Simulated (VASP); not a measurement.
Input of a VASP 6.6.1 run:

INCAR

```
PREC = Accurate ; ENCUT = 400
EDIFF = 1E-8 ; ISMEAR = -1
SIGMA = 0.01 ; LREAL = F
LASPH = T ; NELM = 120
ALGO = Normal ; ISIF = 2
LWAVE = F ; LCHARG = F
GGA = CA ; LEFG = T
NBANDS = 15 ; GGA_COMPAT = F
```

File KPOINTS:

```
regular mesh
0
Gamma
  7 7 7
```

Contents of POSCAR:

```
BaS
1.0
    0.0000000000      3.2256875000      3.1937500000
    3.2256875000      0.0000000000      3.1937500000
    3.2256875000      3.2256875000      0.0000000000
Ba S
1 1
Direct
    0.0000000000      0.0000000000      0.0000000000
    0.5000000000      0.5000000000      0.5000000000
```

Potentials or basis: VASP PAW LDA potentials, release 64 (Ba_sv, S).

Run with:

```bash
$ cat potpaw_LDA.64/Ba_sv/POTCAR potpaw_LDA.64/S/POTCAR > POTCAR
$ mpirun -np 1 vasp_std > vasp.out
```

(1) Estimate the pressure.

(2) Predict the band gap on the k mesh.

Answers

(1) -2.6 GPa.

(2) 1.97 eV (least direct gap 2.13 eV).

Caveat: the cell differs from its parent crystal (equal xx and yy strain of +1 %); without QUAD_EFG the Cq values of the log hold for a quadrupole moment of 1 mb, not for the nuclei; spin-orbit coupling is left out, which moves the levels of the heavy elements; an odd mesh through Γ misses points on the zone boundary, where band edges can lie.
